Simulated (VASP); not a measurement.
# HgTe (Cmcm) in VASP: further runs, part 2 of 3

VASP 6.6.1. The steps go on from the part before.

**3. Single point, r2SCAN+D3(BJ)**

This run uses another cell than the first one, of 28.87 Å³/atom, 1.021 times its volume.

POSCAR

```
HgTe
1.0
    2.9520736097     -3.4200728643      0.0000000000
    2.9520736097      3.4200728643      0.0000000000
    0.0000000000      0.0000000000      5.7197939209
Hg Te
2 2
Direct
    0.3430500000      0.6569500000      0.7500000000
    0.6569500000      0.3430500000      0.2500000000
    0.7848090000      0.2151910000      0.7500000000
    0.2151910000      0.7848090000      0.2500000000
```

INCAR.step1

```
SYSTEM = HgTe
ALGO     = Normal         ! electronic algorithm
EDIFF    = 1E-4           ! SCF threshold, eV
ENCUT    = 520            ! plane-wave cutoff, eV
GGA      = PE             ! functional
ISMEAR   = -1             ! smearing method
LASPH    = .True.         ! aspherical terms in the spheres
LCHARG   = .False.        ! write CHGCAR
LREAL    = .False.        ! projectors in reciprocal space
LWAVE    = .True.         ! write WAVECAR
NBANDS   = 26             ! bands
NELM     = 60             ! most SCF steps
PREC     = Accurate       ! precision mode
SIGMA    = 0.05           ! smearing width, eV
```

INCAR.step2

```
SYSTEM = HgTe
ALGO     = Normal         ! electronic algorithm
EDIFF    = 1E-6           ! SCF threshold, eV
ENCUT    = 520            ! plane-wave cutoff, eV
ISIF     = 2              ! what is computed and relaxed
ISMEAR   = -1             ! smearing method
ISTART   = 1            
IVDW     = 12             ! dispersion correction
LASPH    = .True.         ! aspherical terms in the spheres
LCHARG   = .False.        ! write CHGCAR
LMIXTAU  = .True.       
LREAL    = .False.        ! projectors in reciprocal space
LWAVE    = .False.        ! write WAVECAR
METAGGA  = R2SCAN         ! meta-GGA
NBANDS   = 26             ! bands
NELM     = 60             ! most SCF steps
PREC     = Accurate       ! precision mode
SIGMA    = 0.05           ! smearing width, eV
VDW_A1   = 0.49484001   
VDW_A2   = 5.73083694   
VDW_S6   = 1.0          
VDW_S8   = 0.78981345
```

KPOINTS

```
k-points
0
Gamma
  4 4 4
  0 0 0
```

Potentials or basis: VASP PAW PBE potentials, release 64 (Hg, Te).

The run is started by

```
$ cat potpaw_PBE.64/Hg/POTCAR potpaw_PBE.64/Te/POTCAR > POTCAR
$ cp INCAR.step1 INCAR
$ mpirun -np 1 vasp_std > vasp.out
$ cp INCAR.step2 INCAR
$ mpirun -np 1 vasp_std > vasp.out
```

OUTCAR:

```text
SYSTEM = HgTe
   EDIFF = 1E-6
   ENCUT = 520
   ISIF = 2
   ISMEAR = -1
   ISTART = 1
   IVDW = 12
   LASPH = .True.
   LREAL = .False.
   METAGGA = R2SCAN
   NELM = 60
   PREC = Accurate
 IVDW          = 12

 ion  position               nearest neighbor table
   1  0.343  0.657  0.750-   3 2.98   3 2.98   4 2.99   4 2.99   3 3.02   2 3.58   2 3.58
   2  0.657  0.343  0.250-   4 2.98   4 2.98   3 2.99   3 2.99   4 3.02   1 3.58   1 3.58
   3  0.785  0.215  0.750-   1 2.98   1 2.98   2 2.99   2 2.99   1 3.02
   4  0.215  0.785  0.250-   2 2.98   2 2.98   1 2.99   1 2.99   2 3.02

  LATTYP: Found a base centered orthorhombic cell.
 ALAT       =     5.9041472194
 B/A-ratio  =     1.1585323798
 C/A-ratio  =     0.9687756264

  Lattice vectors:

 A1 = (   2.9520736097,  -3.4200728643,   0.0000000000)
 A2 = (   2.9520736097,   3.4200728643,   0.0000000000)
 A3 = (   0.0000000000,   0.0000000000,   5.7197939209)

Analysis of symmetry for initial positions (statically):
=====================================================================
 Subroutine PRICEL returns:
 Original cell was already a primitive cell.

 Routine SETGRP: Setting up the symmetry group for a
 base centered orthorhombic supercell.

 Subroutine GETGRP returns: Found  8 space group operations
 (whereof  4 operations were pure point group operations)
 out of a pool of  8 trial point group operations.

The static configuration has the point symmetry C_2h.
 The point group associated with its full space group is D_2h.

Analysis of symmetry for dynamics (positions and initial velocities):
=====================================================================
 Subroutine PRICEL returns:
 Original cell was already a primitive cell.

 Routine SETGRP: Setting up the symmetry group for a
 base centered orthorhombic supercell.

 Subroutine GETGRP returns: Found  8 space group operations
 (whereof  4 operations were pure point group operations)
 out of a pool of  8 trial point group operations.

The dynamic configuration has the point symmetry C_2h.
 The point group associated with its full space group is D_2h.

 Subroutine INISYM returns: Found  8 space group operations
[... 119 lines left out ...]
  Fermi-wavevector in a.u.,A,eV,Ry     =   1.109987  2.097572 16.763356  1.232072
  Thomas-Fermi vector in A             =   2.246534
   LORBIT       =      0    0 simple, 1 ext, 2 COOP (PROOUT), +10 PAW based schemes
   METAGGA = R2SCAN    functional components
   LHFCALC =     F    Hartree Fock is set to
   AEXX    =    0.0000 exact exchange contribution
   IVDW    =    12    specifies the selected vdW correction
   LEPSILON=     F    determine dielectric tensor
   LRPA    =     F    only Hartree local field effects (RPA)
 non-spin polarized calculation
  energy-cutoff  :      520.00
  volume of cell :      115.50
 maximum number of plane-waves:      3135
 NGX is ok and might be reduce to    36
   NGX = 17   NGY = 17   NGZ = 21

 number of electron      36.0000003 magnetization

 Free energy of the ion-electron system (eV)
  ---------------------------------------------------
  ext. energy  EPLUGINS =         0.00000000
  ---------------------------------------------------
  free energy    TOTEN  =      -149.64971045 eV

  energy without entropy =     -149.63957645  energy(sigma->0) =     -149.64464345

 E-fermi :   4.1600     XC(G=0): -10.3043

 val. band max:        4.0510473047   @ k =   0.2500   0.0000   0.2500
 cond. band min:       4.2401546759   @ k =   0.5000   0.2500   0.0000
 fundamental gap:      0.1891073713
 Fermi energy:         4.1599549025

 k-point     1 :       0.0000    0.0000    0.0000
  band No.  band energies     occupation
      1      -8.3790      2.00000
      2      -7.1416      2.00000
      3      -3.1777      2.00000
      4      -3.0750      2.00000
      5      -3.0572      2.00000
      6      -2.9890      2.00000
[... 598 lines left out ...]
     25      11.9381      0.00000
     26      11.9381      0.00000

------------------------ aborting loop because EDIFF is reached ----------------------------------------

 Edisp (eV)   -0.81028

 E8    (eV) :    -0.2910

  FORCE on cell =-STRESS in cart. coord.  units (eV):
  Direction    XX          YY          ZZ          XY          YZ          ZX
  --------------------------------------------------------------------------------------
  -------------------------------------------------------------------------------------
  Total      -0.12669    -0.02334    -0.34238     0.00000    -0.00000     0.00000
  in kB      -1.75749    -0.32383    -4.74953     0.00000    -0.00000     0.00000
  external pressure =       -2.28 kB  Pullay stress =        0.00 kB

 VOLUME and BASIS-vectors are now :
 -----------------------------------------------------------------------------
  energy-cutoff  :      520.00
  volume of cell :      115.50
      direct lattice vectors                 reciprocal lattice vectors
     2.952073610 -3.420072864  0.000000000     0.169372470 -0.146195716  0.000000000
     2.952073610  3.420072864  0.000000000     0.169372470  0.146195716  0.000000000
     0.000000000  0.000000000  5.719793921     0.000000000  0.000000000  0.174831474

 POSITION                                       TOTAL-FORCE (eV/Angst)
 -----------------------------------------------------------------------------------
      2.95207      1.07356      4.28985         0.000000      0.023316      0.000000
      2.95207     -1.07356      1.42995         0.000000     -0.023316      0.000000
      2.95207     -1.94814      4.28985         0.000000     -0.018793      0.000000
      2.95207      1.94814      1.42995         0.000000      0.018793     -0.000000
 -----------------------------------------------------------------------------------
    total drift:                                0.000000     -0.000000     -0.000000

  FREE ENERGIE OF THE ION-ELECTRON SYSTEM (eV)
  ---------------------------------------------------
  free  energy   TOTEN  =      -150.4599914564 eV

  energy  without entropy=     -150.4498574533  energy(sigma->0) =     -150.45492445
```

It took 2.6 min on 1 thread of Intel Xeon 6975P-C, shared host; peak memory 0.28 GiB.

Results:

| Property | Result |
| --- | --- |
| Free energy | -150.4600 eV |
| Pressure | -0.2 GPa |
| Largest force | 0.023 eV/Å |
| Band gap on the k mesh | zero (band 18 reaches 4.52 eV, above the bottom of band 19 at 2.34 eV) |
| Dispersion energy per atom | -0.203 eV |

Forces in eV/Å, atoms in the order of the input:
```
Hg   0.000  0.023  0.000
Hg   0.000 -0.023  0.000
Te   0.000 -0.019  0.000
Te   0.000  0.019  0.000
```

Levels at points of the mesh, in eV from the Fermi level:
```csv
k point,band 16,band 17,band 18,band 19,band 20,band 21
"(0.00, 0.00, 0.00)",-2.65,-1.16,-0.47,-0.18,-0.18,4.38
"(0.50, 0.00, 0.00)",-2.10,-0.96,-0.61,1.64,2.74,3.25
"(0.50, 0.50, 0.00)",-1.97,-1.96,-1.94,-1.82,-1.43,3.50
"(0.00, 0.00, 0.50)",-2.02,-1.41,-1.41,1.63,1.63,5.29
"(0.50, 0.00, 0.50)",-1.02,0.25,0.25,2.24,2.24,4.22
"(0.50, 0.50, 0.50)",-3.38,-3.22,-3.22,2.33,2.33,6.11
```

Caveat: three body term missing; the PAW data sets were made with another functional, which shifts forces and pressure a little; spin-orbit coupling is left out, which moves the levels of the heavy elements; pairwise dispersion overbinds metals, which lowers pressure and volume.

**4. Single point, r2SCAN+D3(BJ)**

This run uses another cell than the first one, of 29.48 Å³/atom, 1.043 times its volume.

POSCAR

```
HgTe
1.0
    2.9724333814     -3.4436603190      0.0000000000
    2.9724333814      3.4436603190      0.0000000000
    0.0000000000      0.0000000000      5.7592420221
Hg Te
2 2
Direct
    0.3430500000      0.6569500000      0.7500000000
    0.6569500000      0.3430500000      0.2500000000
    0.7848090000      0.2151910000      0.7500000000
    0.2151910000      0.7848090000      0.2500000000
```

INCAR.step1

```
ALGO     = Normal         # electronic algorithm
EDIFF    = 1E-4           # SCF threshold, eV
ENCUT    = 520            # plane-wave cutoff, eV
GGA      = PE             # functional
ISMEAR   = -1             # smearing method
LASPH    = T              # aspherical terms in the spheres
LCHARG   = F              # write CHGCAR
LREAL    = F              # projectors in reciprocal space
LWAVE    = T              # write WAVECAR
NBANDS   = 26             # bands
NELM     = 60             # most SCF steps
PREC     = Accurate       # precision mode
SIGMA    = 0.05           # smearing width, eV
```

INCAR.step2

```
ALGO     = Normal         # electronic algorithm
EDIFF    = 1E-6           # SCF threshold, eV
ENCUT    = 520            # plane-wave cutoff, eV
ISIF     = 2              # what is computed and relaxed
ISMEAR   = -1             # smearing method
ISTART   = 1            
IVDW     = 12             # dispersion correction
LASPH    = T              # aspherical terms in the spheres
LCHARG   = F              # write CHGCAR
LMIXTAU  = T            
LREAL    = F              # projectors in reciprocal space
LWAVE    = F              # write WAVECAR
METAGGA  = R2SCAN         # meta-GGA
NBANDS   = 26             # bands
NELM     = 60             # most SCF steps
PREC     = Accurate       # precision mode
SIGMA    = 0.05           # smearing width, eV
VDW_A1   = 0.49484001   
VDW_A2   = 5.73083694   
VDW_S6   = 1.0          
VDW_S8   = 0.78981345
```

KPOINTS

```
k-points
0
Gamma
  4 4 4
```

Potentials or basis: VASP PAW PBE potentials, release 64 (Hg, Te).

The run is started by

```
$ cat potpaw_PBE.64/Hg/POTCAR potpaw_PBE.64/Te/POTCAR > POTCAR
$ cp INCAR.step1 INCAR
$ mpirun -np 1 vasp_std > vasp.out
$ cp INCAR.step2 INCAR
$ mpirun -np 1 vasp_std > vasp.out
```

OUTCAR:

```text
EDIFF = 1E-6
   ENCUT = 520
   ISIF = 2
   ISMEAR = -1
   ISTART = 1
   IVDW = 12
   LASPH = T
   LREAL = F
   METAGGA = R2SCAN
   NELM = 60
   PREC = Accurate
 IVDW          = 12

 ion  position               nearest neighbor table
   1  0.343  0.657  0.750-   3 3.00   3 3.00   4 3.01   4 3.01   3 3.04   2 3.60   2 3.60
   2  0.657  0.343  0.250-   4 3.00   4 3.00   3 3.01   3 3.01   4 3.04   1 3.60   1 3.60
   3  0.785  0.215  0.750-   1 3.00   1 3.00   2 3.01   2 3.01   1 3.04
   4  0.215  0.785  0.250-   2 3.00   2 3.00   1 3.01   1 3.01   2 3.04

  LATTYP: Found a base centered orthorhombic cell.
 ALAT       =     5.9448667628
 B/A-ratio  =     1.1585323797
 C/A-ratio  =     0.9687756264

  Lattice vectors:

 A1 = (   2.9724333814,  -3.4436603190,   0.0000000000)
 A2 = (   2.9724333814,   3.4436603190,   0.0000000000)
 A3 = (   0.0000000000,   0.0000000000,   5.7592420221)

Analysis of symmetry for initial positions (statically):
=====================================================================
 Subroutine PRICEL returns:
 Original cell was already a primitive cell.

[... 170 lines left out ...]

 E-fermi :   3.9350     XC(G=0): -10.1987

 val. band max:        3.8197740781   @ k =   0.2500   0.0000   0.2500
 cond. band min:       4.0292753242   @ k =   0.5000   0.2500   0.0000
 fundamental gap:      0.2095012461
 Fermi energy:         3.9349532636

 k-point     1 :       0.0000    0.0000    0.0000
  band No.  band energies     occupation
      1      -8.4593      2.00000
      2      -7.2734      2.00000
      3      -3.3162      2.00000
      4      -3.2182      2.00000
      5      -3.2019      2.00000
      6      -3.1333      2.00000
[... 598 lines left out ...]
     25      11.6671      0.00000
     26      11.6671      0.00000

------------------------ aborting loop because EDIFF is reached ----------------------------------------

 Edisp (eV)   -0.79351

 E8    (eV) :    -0.2850

  FORCE on cell =-STRESS in cart. coord.  units (eV):
  Direction    XX          YY          ZZ          XY          YZ          ZX
  --------------------------------------------------------------------------------------
  -------------------------------------------------------------------------------------
  Total      -0.96843    -0.61383    -1.17924     0.00000     0.00000     0.00000
  in kB     -13.15984    -8.34120   -16.02446     0.00000     0.00000     0.00000
  external pressure =      -12.51 kB  Pullay stress =        0.00 kB

 VOLUME and BASIS-vectors are now :
 -----------------------------------------------------------------------------
  energy-cutoff  :      520.00
  volume of cell :      117.90
      direct lattice vectors                 reciprocal lattice vectors
     2.972433381 -3.443660319  0.000000000     0.168212349 -0.145194344  0.000000000
     2.972433381  3.443660319  0.000000000     0.168212349  0.145194344  0.000000000
     0.000000000  0.000000000  5.759242022     0.000000000  0.000000000  0.173633960

 POSITION                                       TOTAL-FORCE (eV/Angst)
 -----------------------------------------------------------------------------------
      2.97243      1.08096      4.31943         0.000000      0.012801      0.000000
      2.97243     -1.08096      1.43981         0.000000     -0.012801      0.000000
      2.97243     -1.96157      4.31943         0.000000      0.044500      0.000000
      2.97243      1.96157      1.43981         0.000000     -0.044500      0.000000
 -----------------------------------------------------------------------------------
    total drift:                                0.000000     -0.000000     -0.000000

  FREE ENERGIE OF THE ION-ELECTRON SYSTEM (eV)
  ---------------------------------------------------
  free  energy   TOTEN  =      -150.4493235844 eV

  energy  without entropy=     -150.4398740678  energy(sigma->0) =     -150.44459883
```

OSZICAR.step1:

```text
N       E                     dE             d eps       ncg     rms          rms(c)
DAV:   1     0.231880663217E+03    0.23188E+03   -0.15851E+04  1092   0.122E+03
DAV:   2     0.425745223768E+01   -0.22762E+03   -0.21796E+03  1160   0.284E+02
DAV:   3    -0.689824268791E+01   -0.11156E+02   -0.11061E+02  1328   0.631E+01
DAV:   4    -0.701712856363E+01   -0.11889E+00   -0.11882E+00  1314   0.578E+00
DAV:   5    -0.701859277866E+01   -0.14642E-02   -0.14642E-02  1294   0.628E-01    0.984E+00
DAV:   6    -0.661354471185E+01    0.40505E+00   -0.97185E-01  1172   0.973E+00    0.773E+00
DAV:   7    -0.661066999150E+01    0.28747E-02   -0.24587E-01  1174   0.253E+00    0.270E+00
DAV:   8    -0.660829963062E+01    0.23704E-02   -0.26241E-02  1128   0.150E+00    0.568E-01
DAV:   9    -0.660817917248E+01    0.12046E-03   -0.36733E-03  1186   0.568E-01    0.912E-02
DAV:  10    -0.660814650631E+01    0.32666E-04   -0.27904E-04   998   0.170E-01
   1 F= -.66081465E+01 E0= -.66009088E+01  d E =-.144755E-01
```

It took 2.7 min on 1 thread of Intel Xeon 6975P-C, shared host; peak memory 0.28 GiB.

What came out:

* Free energy: -150.4493 eV
* Pressure: -1.3 GPa
* Largest force: 0.044 eV/Å
* Band gap on the k mesh: zero (band 18 reaches 4.27 eV, above the bottom of band 19 at 2.17 eV)
* Dispersion energy per atom: -0.198 eV

Forces on the atoms (eV/Å):
```
Hg   0.000  0.013  0.000
Hg   0.000 -0.013  0.000
Te   0.000  0.044  0.000
Te   0.000 -0.044  0.000
```

Stress tensor (GPa, compression positive):
```
-1.32  0.00  0.00
 0.00 -0.83  0.00
 0.00  0.00 -1.60
```

Levels at points of the mesh, in eV from the Fermi level:
```tsv
k point	band 16	band 17	band 18	band 19	band 20	band 21
(0.00, 0.00, 0.00)	-2.62	-1.12	-0.46	-0.22	-0.18	4.40
(0.50, 0.00, 0.00)	-2.05	-0.95	-0.59	1.61	2.71	3.23
(0.50, 0.50, 0.00)	-1.94	-1.91	-1.88	-1.76	-1.41	3.54
(0.00, 0.00, 0.50)	-1.96	-1.37	-1.37	1.59	1.59	5.26
(0.50, 0.00, 0.50)	-1.00	0.23	0.23	2.22	2.22	4.19
(0.50, 0.50, 0.50)	-3.28	-3.13	-3.13	2.27	2.27	6.06
```

Caveat: three body term missing; the PAW data sets were made with another functional, which shifts forces and pressure a little; spin-orbit coupling is left out, which moves the levels of the heavy elements; pairwise dispersion overbinds metals, which lowers pressure and volume.

[end of part 2 of 3]
